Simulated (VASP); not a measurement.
# Sn (Im-3m) in VASP: notebook

Runs on Sn. Level: r2SCAN. Tasks: electric field gradients.

Program: VASP 6.6.1. These are calculated values, not measurements. Logs are shortened: lines on timing, memory, paths and dates and some standing lists are left out, and cuts for length are marked.

## Step 1: The cell of the first run

It takes space group Im-3m (No. 229, cubic). Conventional cell: a = 3.789 Å, b = 3.789 Å, c = 3.789 Å, α = 90.00°, β = 90.00°, γ = 90.00°. Within 4.3 Å of Sn (site symmetry m-3m) lie 14 Sn at 3.28 to 3.79 Å.

## Step 2: Electric field gradients, r2SCAN

POSCAR reads:

```
Sn
1.0
   -1.8946518192      1.8946518192      1.8946518192
    1.8946518192     -1.8946518192      1.8946518192
    1.8946518192      1.8946518192     -1.8946518192
Sn
1
Direct
    0.0000000000      0.0000000000      0.0000000000
```

INCAR.step1 reads:

```
  ALGO = Normal
  EDIFF = 1E-4
  ENCUT = 520
  GGA = PE
  ISMEAR = -1
  LASPH = True
  LCHARG = False
  LREAL = False
  LWAVE = True
  NBANDS = 13
  NELM = 80
  PREC = Accurate
  SIGMA = 0.08
```

INCAR.step2 reads:

```
  ALGO = Normal
  EDIFF = 1E-8
  ENCUT = 520
  ISIF = 2
  ISMEAR = -1
  ISTART = 1
  LASPH = True
  LCHARG = False
  LEFG = True
  LMIXTAU = True
  LREAL = False
  LWAVE = False
  METAGGA = R2SCAN
  NBANDS = 13
  NELM = 80
  PREC = Accurate
  SIGMA = 0.08
```

KPOINTS reads:

```
k-points
0
Gamma
  14 14 14
```

Potentials or basis: VASP PAW PBE potentials, release 64 (Sn_d).

Started as:

```
> cat potpaw_PBE.64/Sn_d/POTCAR > POTCAR
> cp INCAR.step1 INCAR
> mpirun -np 1 vasp_std > vasp.out
> cp INCAR.step2 INCAR
> mpirun -np 1 vasp_std > vasp.out
```

OUTCAR:

```text
EDIFF = 1E-8
   ENCUT = 520
   ISIF = 2
   ISMEAR = -1
   ISTART = 1
   LASPH = True
   LREAL = False
   METAGGA = R2SCAN
   NELM = 80
   PREC = Accurate

 ion  position               nearest neighbor table
   1  0.000  0.000  0.000-

  LATTYP: Found a body centered cubic cell.
 ALAT       =     3.7893036384

  Lattice vectors:

 A1 = (  -1.8946518192,   1.8946518192,   1.8946518192)
 A2 = (   1.8946518192,  -1.8946518192,   1.8946518192)
 A3 = (   1.8946518192,   1.8946518192,  -1.8946518192)

Analysis of symmetry for initial positions (statically):
=====================================================================
 Subroutine PRICEL returns:
 Original cell was already a primitive cell.

 Routine SETGRP: Setting up the symmetry group for a
 body centered cubic supercell.

 Subroutine GETGRP returns: Found 48 space group operations
 (whereof 48 operations were pure point group operations)
 out of a pool of 48 trial point group operations.

The static configuration has the point symmetry O_h .

Analysis of symmetry for dynamics (positions and initial velocities):
=====================================================================
 Subroutine PRICEL returns:
 Original cell was already a primitive cell.

 Routine SETGRP: Setting up the symmetry group for a
 body centered cubic supercell.

 Subroutine GETGRP returns: Found 48 space group operations
 (whereof 48 operations were pure point group operations)
 out of a pool of 48 trial point group operations.

The dynamic configuration has the point symmetry O_h .

 Subroutine INISYM returns: Found 48 space group operations
 (whereof 48 operations are pure point group operations),
 and found     1 'primitive' translations

----------------------------------------------------------------------------------------

                                     Primitive cell

  volume of cell :      27.2050

  direct lattice vectors                    reciprocal lattice vectors
    -1.894651819  1.894651819  1.894651819     0.000000000  0.263900731  0.263900731
     1.894651819 -1.894651819  1.894651819     0.263900731  0.000000000  0.263900731
     1.894651819  1.894651819 -1.894651819     0.263900731  0.263900731  0.000000000

  length of vectors
     3.281633214  3.281633214  3.281633214     0.373211993  0.373211993  0.373211993

  position of ions in fractional coordinates (direct lattice)
     0.000000000  0.000000000  0.000000000

  ion indices of the primitive-cell ions
   primitive index   ion index
                 1           1

----------------------------------------------------------------------------------------

 KPOINTS: k-points

Automatic generation of k-mesh.
 Grid dimensions read from file:
 generate k-points for:   14   14   14

 Generating k-lattice:

  Cartesian coordinates                     Fractional coordinates (reciprocal lattice)
     0.000000000  0.018850052  0.018850052     0.071428571  0.000000000  0.000000000
     0.018850052  0.000000000  0.018850052     0.000000000  0.071428571  0.000000000
     0.018850052  0.018850052  0.000000000     0.000000000  0.000000000  0.071428571

  Length of vectors
     0.026657999  0.026657999  0.026657999

  Shift w.r.t. Gamma in fractional coordinates (k-lattice)
     0.000000000  0.000000000  0.000000000

 Subroutine IBZKPT returns following result:
 ===========================================

 Found    104 irreducible k-points:

 Following reciprocal coordinates:
            Coordinates               Weight
  0.000000  0.000000  0.000000      1.000000
  0.071429  0.000000  0.000000     12.000000
  0.142857  0.000000  0.000000     12.000000
  0.214286  0.000000  0.000000     12.000000
  0.285714  0.000000  0.000000     12.000000
  0.357143  0.000000  0.000000     12.000000
[... 16 lines left out ...]
  0.285714  0.285714  0.000000     24.000000
  0.357143  0.285714  0.000000     24.000000
 [... further k-points ...]
   k-points           NKPTS =    104   k-points in BZ     NKDIM =    104   number of bands    NBANDS=     13
   number of dos      NEDOS =    301   number of ions     NIONS =      1
   total plane-waves  NPLWV =  13824
   dimension x,y,z NGX =    24 NGY =   24 NGZ =   24
   dimension x,y,z NGXF=    48 NGYF=   48 NGZF=   48
   ions per type =               1
   NGX,Y,Z   is equivalent  to a cutoff of  12.16, 12.16, 12.16 a.u.
   NGXF,Y,Z  is equivalent  to a cutoff of  24.32, 24.32, 24.32 a.u.
 SYSTEM =  unknown system
   PREC   = accura    normal or accurate (medium, high low for compatibility)
   ISTART =      1    job   : 0-new  1-cont  2-samecut
   ICHARG =      0    charge: 1-file 2-atom 10-const
   ISPIN  =      1    spin polarized calculation?
   LNONCOLLINEAR =      F non collinear calculations
   LSORBIT =      F    spin-orbit coupling
   LASPH  =      T    aspherical Exc in radial PAW
   ENCUT  =  520.0 eV  38.22 Ry    6.18 a.u.   6.10  6.10  6.10*2*pi/ulx,y,z
   NELM   =     80;   NELMIN=  2; NELMDL=  0     # of ELM steps
   EDIFF  = 0.1E-07   stopping-criterion for ELM
   LREAL  =      F    real-space projection
   EDIFFG = 0.1E-06   stopping-criterion for IOM
   NSW    =      0    number of steps for IOM
   IBRION =     -1    ionic relax: 0-MD 1-quasi-New 2-CG
   NFREE  =      0    steps in history (QN), initial steepest desc. (CG)
   ISIF   =      2    stress and relaxation
   ISYM   =      2    0-nonsym 1-usesym 2-fastsym
   POTIM  = 0.5000    time-step for ionic-motion
   TEBEG  =    0.0;   TEEND  =   0.0 temperature during run
   PSTRESS=    0.0 pullay stress
   NELECT =      14.0000    total number of electrons
   NUPDOWN=      -1.0000    fix difference up-down
   EMIN   =  10.00;   EMAX   =-10.00  energy-range for DOS
   EFERMI =   0.00;   METHOD = LEGACY
   ISMEAR =    -1;   SIGMA  =   0.08  broadening in eV -4-tet -1-fermi 0-gaus
   EFERMI_NEDOS =   21; number of points for ismear=-14 and -15
   IALGO  =     38    algorithm
   IMIX   =      4    mixing-type and parameters
     AMIX     =   0.40;   BMIX     =  1.00
     AMIX_MAG =   1.60;   BMIX_MAG =  1.00
  volume/ion in A,a.u.               =      27.20       183.59
  Fermi-wavevector in a.u.,A,eV,Ry     =   1.311902  2.479136 23.416813  1.721087
  Thomas-Fermi vector in A             =   2.442332
   LORBIT       =      0    0 simple, 1 ext, 2 COOP (PROOUT), +10 PAW based schemes
   METAGGA = R2SCAN    functional components
   LHFCALC =     F    Hartree Fock is set to
   AEXX    =    0.0000 exact exchange contribution
   IVDW    =     0    specifies the selected vdW correction
   LEPSILON=     F    determine dielectric tensor
   LRPA    =     F    only Hartree local field effects (RPA)
 non-spin polarized calculation
  energy-cutoff  :      520.00
  volume of cell :       27.20
 maximum number of plane-waves:       746
   NGX = 13   NGY = 13   NGZ = 13

 number of electron      13.9999996 magnetization

 Free energy of the ion-electron system (eV)
  ---------------------------------------------------
  ext. energy  EPLUGINS =         0.00000000
  ---------------------------------------------------
  free energy    TOTEN  =       -24.51062630 eV

  energy without entropy =      -24.50098606  energy(sigma->0) =      -24.50580618

 E-fermi :   8.0053     XC(G=0): -11.2585

 val. band max:        7.9592917369   @ k =  -0.2857   0.3571   0.1429
 cond. band min:       8.0406121966   @ k =  -0.3571   0.4286   0.2857
 fundamental gap:      0.0813204597
 Fermi energy:         8.0052966861

 k-point     1 :       0.0000    0.0000    0.0000
  band No.  band energies     occupation
      1     -14.2473      2.00000
      2     -14.2472      2.00000
      3     -14.2472      2.00000
      4     -14.0949      2.00000
      5     -14.0949      2.00000
      6      -3.6240      2.00000
      7      16.4462      0.00000
      8      16.4462      0.00000
      9      16.4462      0.00000
     10      20.9324      0.00000
     11      20.9324      0.00000
     12      20.9324      0.00000
     13      21.2391      0.00000

 k-point     2 :       0.0714    0.0000    0.0000
  band No.  band energies     occupation
      1     -14.2497      2.00000
      2     -14.2436      2.00000
      3     -14.2357      2.00000
      4     -14.0977      2.00000
      5     -14.0954      2.00000
      6      -3.5063      2.00000
      7      15.4291      0.00000
      8      15.9574      0.00000
      9      16.2988      0.00000
     10      19.6797      0.00000
     11      19.8736      0.00000
[... 339 lines left out ...]
 k-point    24 :       0.3571    0.2857    0.0000
  band No.  band energies     occupation
      1     -14.2617      2.00000
      2     -14.1626      2.00000
      3     -14.1366      2.00000
      4     -14.0927      2.00000
      5     -14.0672      2.00000
      6       2.3482      2.00000
      7       4.8705      2.00000
      8       6.1840      2.00000
      9      12.3441      0.00000
     10      19.4776      0.00000
     11      20.9487      0.00000
     12      21.5456      0.00000
     13      25.7255      0.00000

 [... further k-points ...]
[... 5 lines left out ...]
  --------------------------------------------------------------------------------------
  -------------------------------------------------------------------------------------
  Total       -0.0905709     -0.0905709     -0.0905709      0.0000000     -0.0000000      0.0000000
  in kB       -5.3339755     -5.3339755     -5.3339755      0.0000000     -0.0000000      0.0000000
  external PRESSURE =      -5.3339755 kB  Pullay stress =       0.0000000 kB

 VOLUME and BASIS-vectors are now :
 -----------------------------------------------------------------------------
  energy-cutoff  :      520.00
  volume of cell :       27.20
      direct lattice vectors                 reciprocal lattice vectors
    -1.894651819  1.894651819  1.894651819     0.000000000  0.263900731  0.263900731
     1.894651819 -1.894651819  1.894651819     0.263900731  0.000000000  0.263900731
     1.894651819  1.894651819 -1.894651819     0.263900731  0.263900731  0.000000000

 POSITION                                       TOTAL-FORCE (eV/Angst)
 -----------------------------------------------------------------------------------
      0.00000      0.00000      0.00000        -0.000000     -0.000000     -0.000000
 -----------------------------------------------------------------------------------
    total drift:                                0.000000      0.000000      0.000000

  FREE ENERGIE OF THE ION-ELECTRON SYSTEM (eV)
  ---------------------------------------------------
  free  energy   TOTEN  =       -24.5106263007 eV

  energy  without entropy=      -24.5009860611  energy(sigma->0) =      -24.50580618

 Electric field gradients (V/A^2)
---------------------------------------------------------------------
 ion       V_xx      V_yy      V_zz      V_xy      V_xz      V_yz
---------------------------------------------------------------------
   1      -0.000    -0.000    -0.000    -0.001    -0.001    -0.001
---------------------------------------------------------------------

 Electric field gradients after diagonalization (V/A^2)
 (convention: |V_zz| > |V_xx| > |V_yy|)
----------------------------------------------------------------------
 ion       V_xx      V_yy      V_zz     asymmetry (V_yy - V_xx)/ V_zz
----------------------------------------------------------------------
   1       0.001     0.001    -0.002       0.000
----------------------------------------------------------------------

           NMR quadrupolar parameters

 Cq : quadrupolar parameter    Cq=e*Q*V_zz/h
 eta: asymmetry parameters     (V_yy - V_xx)/ V_zz
 Q  : nuclear electric quadrupole moment in mb (millibarn)
----------------------------------------------------------------------
 ion       Cq(MHz)       eta       Q (mb)
----------------------------------------------------------------------
   1      -0.000       0.000       1.000
----------------------------------------------------------------------
```

It took 74 s on 1 thread of Intel Xeon 6975P-C, shared host; peak memory 0.16 GiB.

What came out:

```
Free energy            : -24.5106 eV
Pressure               : -0.5 GPa
Band gap on the k mesh : zero (band 7 reaches 16.45 eV, above the bottom of band 8 at 5.45 eV)
```

Levels at points of the mesh, in eV from the Fermi level:
| k point | band 4 | band 5 | band 6 | band 7 | band 8 | band 9 | band 10 | band 11 |
| --- | --- | --- | --- | --- | --- | --- | --- | --- |
| (0.00, 0.00, 0.00) | -22.10 | -22.10 | -11.63 | 8.44 | 8.44 | 8.44 | 12.93 | 12.93 |
| (0.50, 0.00, 0.00) | -22.11 | -22.01 | -6.63 | -4.67 | 3.76 | 5.86 | 8.58 | 8.63 |
| (0.50, 0.50, 0.50) | -22.03 | -22.03 | -2.31 | -0.57 | -0.57 | -0.57 | 4.20 | 4.20 |

Caveat: without QUAD_EFG the Cq values of the log hold for a quadrupole moment of 1 mb, not for the nuclei; the PAW data sets were made with another functional, which shifts forces and pressure a little; spin-orbit coupling is left out, which moves the levels of the heavy elements.

## Step 3: Electric field gradients, r2SCAN (volume scaled by 1.025)

POSCAR reads:

```
Sn
1.0
   -1.9103108088      1.9103108088      1.9103108088
    1.9103108088     -1.9103108088      1.9103108088
    1.9103108088      1.9103108088     -1.9103108088
Sn
1
Direct
    0.0000000000      0.0000000000      0.0000000000
```

INCAR.step1 reads:

```
PREC = Accurate ; ENCUT = 520
ISMEAR = -1 ; SIGMA = 0.08
LREAL = False ; LASPH = True
NELM = 60 ; NBANDS = 13
GGA = PE ; ALGO = Normal
EDIFF = 1E-4 ; LWAVE = True
LCHARG = False
```

INCAR.step2 reads:

```
PREC = Accurate ; ENCUT = 520
EDIFF = 1E-8 ; ISMEAR = -1
SIGMA = 0.08 ; LREAL = False
LASPH = True ; NELM = 60
ALGO = Normal ; ISIF = 2
LWAVE = False ; LCHARG = False
METAGGA = R2SCAN ; LMIXTAU = True
LEFG = True ; NBANDS = 13
ISTART = 1
```

KPOINTS reads:

```
regular mesh
0
Gamma
  14 14 14
```

Potentials or basis: VASP PAW PBE potentials, release 64 (Sn_d).

Started as:

```
> cat potpaw_PBE.64/Sn_d/POTCAR > POTCAR
> cp INCAR.step1 INCAR
> mpirun -np 1 vasp_std > vasp.out
> cp INCAR.step2 INCAR
> mpirun -np 1 vasp_std > vasp.out
```

OUTCAR:

```text
PREC = Accurate
   ENCUT = 520
   EDIFF = 1E-8
   ISMEAR = -1
   LREAL = False
   LASPH = True
   NELM = 60
   ISIF = 2
   METAGGA = R2SCAN
   ISTART = 1

 ion  position               nearest neighbor table
   1  0.000  0.000  0.000-

  LATTYP: Found a body centered cubic cell.
 ALAT       =     3.8206216176

  Lattice vectors:

 A1 = (  -1.9103108088,   1.9103108088,   1.9103108088)
 A2 = (   1.9103108088,  -1.9103108088,   1.9103108088)
 A3 = (   1.9103108088,   1.9103108088,  -1.9103108088)

Analysis of symmetry for initial positions (statically):
=====================================================================
 Subroutine PRICEL returns:
 Original cell was already a primitive cell.

 Routine SETGRP: Setting up the symmetry group for a
 body centered cubic supercell.

[... 565 lines left out ...]
  external PRESSURE =     -16.9376164 kB  Pullay stress =       0.0000000 kB

 VOLUME and BASIS-vectors are now :
 -----------------------------------------------------------------------------
  energy-cutoff  :      520.00
  volume of cell :       27.89
      direct lattice vectors                 reciprocal lattice vectors
    -1.910310809  1.910310809  1.910310809     0.000000000  0.261737513  0.261737513
     1.910310809 -1.910310809  1.910310809     0.261737513  0.000000000  0.261737513
     1.910310809  1.910310809 -1.910310809     0.261737513  0.261737513  0.000000000

 POSITION                                       TOTAL-FORCE (eV/Angst)
 -----------------------------------------------------------------------------------
      0.00000      0.00000      0.00000        -0.000000     -0.000000      0.000000
 -----------------------------------------------------------------------------------
    total drift:                               -0.000000     -0.000000     -0.000000

  FREE ENERGIE OF THE ION-ELECTRON SYSTEM (eV)
  ---------------------------------------------------
  free  energy   TOTEN  =       -24.5062115171 eV

  energy  without entropy=      -24.4964636450  energy(sigma->0) =      -24.50133758

 Electric field gradients (V/A^2)
---------------------------------------------------------------------
 ion       V_xx      V_yy      V_zz      V_xy      V_xz      V_yz
---------------------------------------------------------------------
   1      -0.000    -0.000    -0.000    -0.001    -0.001    -0.001
---------------------------------------------------------------------

 Electric field gradients after diagonalization (V/A^2)
 (convention: |V_zz| > |V_xx| > |V_yy|)
----------------------------------------------------------------------
 ion       V_xx      V_yy      V_zz     asymmetry (V_yy - V_xx)/ V_zz
----------------------------------------------------------------------
   1       0.001     0.001    -0.003       0.000
----------------------------------------------------------------------

           NMR quadrupolar parameters

 Cq : quadrupolar parameter    Cq=e*Q*V_zz/h
 eta: asymmetry parameters     (V_yy - V_xx)/ V_zz
 Q  : nuclear electric quadrupole moment in mb (millibarn)
----------------------------------------------------------------------
 ion       Cq(MHz)       eta       Q (mb)
----------------------------------------------------------------------
   1      -0.000       0.000       1.000
----------------------------------------------------------------------
```

Wall time 2.3 min (1 thread of Intel Xeon 6975P-C, shared host); peak memory 0.19 GiB.

Results:

| Quantity | Value |
| --- | --- |
| Free energy | -24.5062 eV |
| Pressure | -1.7 GPa |
| Band gap on the k mesh | zero (band 7 reaches 15.91 eV, above the bottom of band 8 at 5.24 eV) |

Caveat: without QUAD_EFG the Cq values of the log hold for a quadrupole moment of 1 mb, not for the nuclei; the PAW data sets were made with another functional, which shifts forces and pressure a little; spin-orbit coupling is left out, which moves the levels of the heavy elements.

(Part 1 of 2 ends here.)
